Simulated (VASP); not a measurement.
# BN (R3m) in VASP: single point with PBEsol

Aim: the single point of BN with PBEsol.

All numbers are computed with VASP 6.6.1; they aren't measurements. Logs are shortened: lines on timing, memory, paths and dates and some standing lists are left out, and cuts for length are marked.

## Step 1: The cell of the first run

It takes space group R3m (No. 160, trigonal). The conventional cell has a = 2.502 Å, b = 2.502 Å, c = 10.119 Å, α = 90.00°, β = 90.00°, γ = 120.00°. B (site symmetry 3m) has 3 N at 1.44 Å within 1.9 Å. N (site symmetry 3m) has 3 B at 1.44 Å within 1.9 Å.

## Step 2: Single point, PBEsol

INCAR

```
SYSTEM = BN
ALGO     = Normal         ! electronic algorithm
EDIFF    = 1E-6           ! SCF threshold, eV
ENCUT    = 520            ! plane-wave cutoff, eV
GGA      = PS             ! functional
ISIF     = 2              ! what is computed and relaxed
ISMEAR   = 0              ! smearing method
LASPH    = .True.         ! aspherical terms in the spheres
LCHARG   = .True.         ! write CHGCAR
LELF     = .True.         ! ELF
LREAL    = .False.        ! projectors in reciprocal space
LVHAR    = .True.       
LWAVE    = .False.        ! write WAVECAR
NBANDS   = 11             ! bands
NELM     = 60             ! most SCF steps
PREC     = Accurate       ! precision mode
SIGMA    = 0.01           ! smearing width, eV
```

KPOINTS

```
k-points
0
Gamma
  8 8 8
  0 0 0
```

POSCAR

```
BN
1.0
    1.2511200000      0.7223400000      3.3729300000
   -1.2511200000      0.7223400000      3.3729300000
    0.0000000000     -1.4446700000      3.3729300000
B N
1 1
Direct
    0.9996700000      0.9996700000      0.9996700000
    0.3327600000      0.3327600000      0.3327600000
```

Potentials or basis: VASP PAW PBE potentials, release 64 (B, N).

On the command line:

```bash
$ cat potpaw_PBE.64/B/POTCAR potpaw_PBE.64/N/POTCAR > POTCAR
$ mpirun -np 1 vasp_std > vasp.out
```

OUTCAR:

```text
SYSTEM = BN
   EDIFF = 1E-6
   ENCUT = 520
   GGA = PS
   ISIF = 2
   ISMEAR = 0
   LASPH = .True.
   LREAL = .False.
   NELM = 60
   PREC = Accurate

 ion  position               nearest neighbor table
   1  1.000  1.000  1.000-   2 1.44   2 1.44   2 1.44
   2  0.333  0.333  0.333-   1 1.44   1 1.44   1 1.44

  LATTYP: Found a trigonal (rhomboedric) cell.
 ALAT       =     3.6692959972
 COS(alpha) =     0.7674777610

  Lattice vectors:

 A1 = (   1.2511200000,   0.7223400000,   3.3729300000)
 A2 = (  -1.2511200000,   0.7223400000,   3.3729300000)
 A3 = (   0.0000000000,  -1.4446700000,   3.3729300000)

Analysis of symmetry for initial positions (statically):
=====================================================================
 Subroutine PRICEL returns:
 Original cell was already a primitive cell.

 Routine SETGRP: Setting up the symmetry group for a
 trigonal (rhombohedral) supercell.

 Subroutine GETGRP returns: Found  6 space group operations
 (whereof  6 operations were pure point group operations)
 out of a pool of 12 trial point group operations.

The static configuration has the point symmetry C_3v.

Analysis of symmetry for dynamics (positions and initial velocities):
=====================================================================
 Subroutine PRICEL returns:
 Original cell was already a primitive cell.

 Routine SETGRP: Setting up the symmetry group for a
 trigonal (rhombohedral) supercell.

 Subroutine GETGRP returns: Found  6 space group operations
 (whereof  6 operations were pure point group operations)
 out of a pool of 12 trial point group operations.

The dynamic configuration has the point symmetry C_3v.

 Subroutine INISYM returns: Found  6 space group operations
 (whereof  6 operations are pure point group operations),
 and found     1 'primitive' translations

----------------------------------------------------------------------------------------

                                     Primitive cell

  volume of cell :      18.2893

  direct lattice vectors                    reciprocal lattice vectors
     1.251120000  0.722340000  3.372930000     0.399641921  0.230732669  0.098825817
    -1.251120000  0.722340000  3.372930000    -0.399641921  0.230732669  0.098825817
     0.000000000 -1.444670000  3.372930000     0.000000000 -0.461465337  0.098826501

  length of vectors
     3.669295997  3.669295997  3.669295327     0.471929837  0.471929837  0.471928951

  position of ions in fractional coordinates (direct lattice)
     0.999670000  0.999670000  0.999670000
     0.332760000  0.332760000  0.332760000

  ion indices of the primitive-cell ions
   primitive index   ion index
                 1           1
                 2           2

----------------------------------------------------------------------------------------

 KPOINTS: k-points

Automatic generation of k-mesh.
 Grid dimensions read from file:
 generate k-points for:    8    8    8

 Generating k-lattice:

  Cartesian coordinates                     Fractional coordinates (reciprocal lattice)
     0.049955240  0.028841584  0.012353227     0.125000000  0.000000000  0.000000000
    -0.049955240  0.028841584  0.012353227     0.000000000  0.125000000  0.000000000
     0.000000000 -0.057683167  0.012353313     0.000000000  0.000000000  0.125000000

  Length of vectors
     0.058991230  0.058991230  0.058991119

  Shift w.r.t. Gamma in fractional coordinates (k-lattice)
     0.000000000  0.000000000  0.000000000

 Subroutine IBZKPT returns following result:
 ===========================================

 Found     65 irreducible k-points:

 Following reciprocal coordinates:
            Coordinates               Weight
  0.000000  0.000000  0.000000      1.000000
  0.125000 -0.000000  0.000000      6.000000
  0.250000 -0.000000  0.000000      6.000000
  0.375000 -0.000000  0.000000      6.000000
  0.500000 -0.000000  0.000000      3.000000
  0.125000  0.125000  0.000000      6.000000
[... 16 lines left out ...]
  0.250000  0.125000  0.125000      6.000000
  0.375000  0.125000  0.125000      6.000000
 [... further k-points ...]
   k-points           NKPTS =     65   k-points in BZ     NKDIM =     65   number of bands    NBANDS=     11
   number of dos      NEDOS =    301   number of ions     NIONS =      2
   total plane-waves  NPLWV =  21952
   dimension x,y,z NGX =    28 NGY =   28 NGZ =   28
   dimension x,y,z NGXF=    56 NGYF=   56 NGZF=   56
   ions per type =               1   1
   NGX,Y,Z   is equivalent  to a cutoff of  12.69, 12.69, 12.69 a.u.
   NGXF,Y,Z  is equivalent  to a cutoff of  25.37, 25.37, 25.37 a.u.
 SYSTEM =  BN
   PREC   = accura    normal or accurate (medium, high low for compatibility)
   ISTART =      0    job   : 0-new  1-cont  2-samecut
   ICHARG =      2    charge: 1-file 2-atom 10-const
   ISPIN  =      1    spin polarized calculation?
   LNONCOLLINEAR =      F non collinear calculations
   LSORBIT =      F    spin-orbit coupling
   LASPH  =      T    aspherical Exc in radial PAW
   ENCUT  =  520.0 eV  38.22 Ry    6.18 a.u.   6.82  6.82  6.82*2*pi/ulx,y,z
   NELM   =     60;   NELMIN=  2; NELMDL= -5     # of ELM steps
   EDIFF  = 0.1E-05   stopping-criterion for ELM
   LREAL  =      F    real-space projection
   EDIFFG = 0.1E-04   stopping-criterion for IOM
   NSW    =      0    number of steps for IOM
   IBRION =     -1    ionic relax: 0-MD 1-quasi-New 2-CG
   NFREE  =      0    steps in history (QN), initial steepest desc. (CG)
   ISIF   =      2    stress and relaxation
   ISYM   =      2    0-nonsym 1-usesym 2-fastsym
   POTIM  = 0.5000    time-step for ionic-motion
   TEBEG  =    0.0;   TEEND  =   0.0 temperature during run
   PSTRESS=    0.0 pullay stress
   NELECT =       8.0000    total number of electrons
   NUPDOWN=      -1.0000    fix difference up-down
   EMIN   =  10.00;   EMAX   =-10.00  energy-range for DOS
   EFERMI =   0.00;   METHOD = LEGACY
   ISMEAR =     0;   SIGMA  =   0.01  broadening in eV -4-tet -1-fermi 0-gaus
   EFERMI_NEDOS =   21; number of points for ismear=-14 and -15
   IALGO  =     38    algorithm
   IMIX   =      4    mixing-type and parameters
     AMIX     =   0.40;   BMIX     =  1.00
     AMIX_MAG =   1.60;   BMIX_MAG =  1.00
  volume/ion in A,a.u.               =       9.14        61.71
  Fermi-wavevector in a.u.,A,eV,Ry     =   1.242718  2.348396 21.012115  1.544347
  Thomas-Fermi vector in A             =   2.377060
   LORBIT       =      0    0 simple, 1 ext, 2 COOP (PROOUT), +10 PAW based schemes
   GGA     = PS    functional components
   LHFCALC =     F    Hartree Fock is set to
   AEXX    =    0.0000 exact exchange contribution
   IVDW    =     0    specifies the selected vdW correction
   LEPSILON=     F    determine dielectric tensor
   LRPA    =     F    only Hartree local field effects (RPA)
 non-spin polarized calculation
 Gauss-broadening in eV      SIGMA  =   0.01
  energy-cutoff  :      520.00
  volume of cell :       18.29
 maximum number of plane-waves:       517
   NGX = 13   NGY = 13   NGZ = 13

 number of electron       8.0000000 magnetization

 Free energy of the ion-electron system (eV)
  ---------------------------------------------------
  ext. energy  EPLUGINS =         0.00000000
  ---------------------------------------------------
  free energy    TOTEN  =       -18.28447646 eV

  energy without entropy =      -18.28447646  energy(sigma->0) =      -18.28447646

 E-fermi :   2.1195     XC(G=0): -10.2083

 val. band max:        2.0415305132   @ k =  -0.1250   0.5000   0.1250
 cond. band min:       6.2266248457   @ k =   0.5000   0.5000   0.0000
 fundamental gap:      4.1850943325
 Fermi energy:         2.1195440330

 k-point     1 :       0.0000    0.0000    0.0000
  band No.  band energies     occupation
      1     -15.6881      2.00000
      2      -2.1552      2.00000
      3       0.7880      2.00000
      4       0.7880      2.00000
      5       7.0182      0.00000
      6      13.6899      0.00000
      7      13.6899      0.00000
      8      15.1654      0.00000
      9      16.7697      0.00000
     10      27.7331      0.00000
     11      29.7588      0.00000

 k-point     2 :       0.1250   -0.0000    0.0000
  band No.  band energies     occupation
      1     -15.3781      2.00000
      2      -1.8216      2.00000
      3      -0.4194      2.00000
      4       0.2427      2.00000
      5       7.6257      0.00000
      6      13.5317      0.00000
      7      14.1442      0.00000
      8      14.9867      0.00000
      9      17.6881      0.00000
     10      26.4100      0.00000
     11      28.3935      0.00000

 k-point     3 :       0.2500   -0.0000    0.0000
  band No.  band energies     occupation
      1     -14.4919      2.00000
      2      -3.0210      2.00000
      3      -0.8469      2.00000
      4      -0.8318      2.00000
      5       9.0635      0.00000
      6      11.7297      0.00000
      7      13.3749      0.00000
      8      18.1909      0.00000
      9      19.3309      0.00000
     10      22.8839      0.00000
     11      25.8106      0.00000

 k-point     4 :       0.3750   -0.0000    0.0000
  band No.  band energies     occupation
      1     -13.2422      2.00000
      2      -5.6237      2.00000
      3      -1.6953      2.00000
      4       0.5509      2.00000
      5       8.6106      0.00000
      6      11.2730      0.00000
      7      13.6806      0.00000
      8      18.7003      0.00000
      9      21.9780      0.00000
     10      22.0691      0.00000
     11      24.2329      0.00000
[... 239 lines left out ...]
 k-point    22 :       0.1250    0.1250    0.1250
  band No.  band energies     occupation
      1     -15.6507      2.00000
      2      -2.5168      2.00000
      3       0.7855      2.00000
      4       0.7855      2.00000
      5       7.6962      0.00000
      6      13.6796      0.00000
      7      13.6797      0.00000
      8      15.0972      0.00000
      9      16.8811      0.00000
     10      27.5943      0.00000
     11      29.2489      0.00000

 k-point    23 :       0.2500    0.1250    0.1250
  band No.  band energies     occupation
      1     -15.3206      2.00000
      2      -2.3637      2.00000
      3      -0.4221      2.00000
      4       0.2458      2.00000
      5       8.6337      0.00000
      6      13.5230      0.00000
      7      14.2710      0.00000
      8      14.9715      0.00000
      9      17.6621      0.00000
     10      26.8509      0.00000
     11      28.2352      0.00000

 k-point    24 :       0.3750    0.1250    0.1250
  band No.  band energies     occupation
      1     -14.4252      2.00000
      2      -3.0483      2.00000
      3      -1.4391      2.00000
      4      -0.8299      2.00000
      5       9.8574      0.00000
      6      12.3480      0.00000
      7      13.5863      0.00000
      8      18.1763      0.00000
      9      18.9741      0.00000
     10      23.7124      0.00000
     11      25.6963      0.00000

 [... further k-points ...]

------------------------ aborting loop because EDIFF is reached ----------------------------------------

  FORCE on cell =-STRESS in cart. coord.  units (eV):
  Direction    XX          YY          ZZ          XY          YZ          ZX
  --------------------------------------------------------------------------------------
  -------------------------------------------------------------------------------------
  Total        0.1568303      0.1568312      0.0382834      0.0000000      0.0000000      0.0000000
  in kB       13.7386254     13.7387090      3.3536959      0.0000000      0.0000033      0.0000000
  external PRESSURE =      10.2770101 kB  Pullay stress =       0.0000000 kB

 VOLUME and BASIS-vectors are now :
 -----------------------------------------------------------------------------
  energy-cutoff  :      520.00
  volume of cell :       18.29
      direct lattice vectors                 reciprocal lattice vectors
     1.251120000  0.722340000  3.372930000     0.399641921  0.230732669  0.098825817
    -1.251120000  0.722340000  3.372930000    -0.399641921  0.230732669  0.098825817
     0.000000000 -1.444670000  3.372930000     0.000000000 -0.461465337  0.098826501

 POSITION                                       TOTAL-FORCE (eV/Angst)
 -----------------------------------------------------------------------------------
      0.00000      0.00001     10.11545         0.000000     -0.000000     -0.002685
      0.00000      0.00000      3.36713         0.000000      0.000000      0.002685
 -----------------------------------------------------------------------------------
    total drift:                                0.000000     -0.000166     -0.000003

  FREE ENERGIE OF THE ION-ELECTRON SYSTEM (eV)
  ---------------------------------------------------
  free  energy   TOTEN  =       -18.2844764593 eV

  energy  without entropy=      -18.2844764593  energy(sigma->0) =      -18.28447646
```

Run time: 17 s. Hardware: 1 thread of Intel Xeon Platinum 8124M at 3.00GHz (Skylake/Cascade Lake), shared host; peak memory 0.15 GiB.

Results:

* Free energy: -18.2845 eV
* Pressure: 1.0 GPa
* Band gap on the k mesh: 4.19 eV, indirect (least direct gap 4.88 eV)

Forces on the atoms (eV/Å):
```
B    0.000  0.000 -0.003
N    0.000  0.000  0.003
```

Stress tensor (GPa, compression positive):
```
1.37 0.00 0.00
0.00 1.37 0.00
0.00 0.00 0.34
```

Levels at points of the mesh, in eV from the valence-band top:
```tsv
k point	band 2	band 3	band 4	band 5	band 6	band 7
(0.00, 0.00, 0.00)	-4.20	-1.25	-1.25	4.98	11.65	11.65
(0.50, 0.00, 0.00)	-8.93	-4.05	-0.60	5.22	9.86	12.87
(0.50, 0.50, 0.00)	-8.81	-4.11	-1.18	4.19	9.86	14.07
(0.50, 0.50, 0.50)	-6.20	-1.27	-1.27	9.98	11.58	11.58
```

Caveat: the PAW data sets were made with another functional, which shifts forces and pressure a little. A k mesh can miss the band edges.
